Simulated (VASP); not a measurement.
A run of VASP 6.6.1 is set up as follows.

Contents of INCAR:

```
PREC = Accurate
ENCUT = 600
EDIFF = 1E-6
ISMEAR = 0
SIGMA = 0.1
LREAL = False
LASPH = True
NELM = 120
ALGO = Normal
ISIF = 2
LWAVE = False
LCHARG = True
GGA = PE
LELF = True
LVHAR = True
NBANDS = 23
GGA_COMPAT = False
```

The input KPOINTS:

```
Automatic mesh
0
Gamma
  16 16 16
```

File POSCAR:

```
TaC
1.0
    3.1644451227      0.0000000000      0.0000000000
    0.0000000000      3.1644451227      0.0000000000
    0.0000000000      0.0000000000      4.4752012100
Ta C
2 2
Direct
    0.0000000000      0.0000000000      0.0000000000
    0.5000000000      0.5000000000      0.5000000000
    0.0000000000      0.0000000000      0.5000000000
    0.5000000000      0.5000000000      0.0000000000
```

Potentials or basis: VASP PAW PBE potentials, release 64 (Ta_pv, C).

The run is started by

```sh
$ cat potpaw_PBE.64/Ta_pv/POTCAR potpaw_PBE.64/C/POTCAR > POTCAR
$ mpirun -np 1 vasp_std > vasp.out
```

(1) What does it give for the band gap on the k mesh?

(2) Predict the pressure.

Answers

(1) zero (bands 15 and 16 overlap by 5.07 eV).

(2) 0.6 GPa.

Caveat: spin-orbit coupling is left out, which moves the levels of the heavy elements.
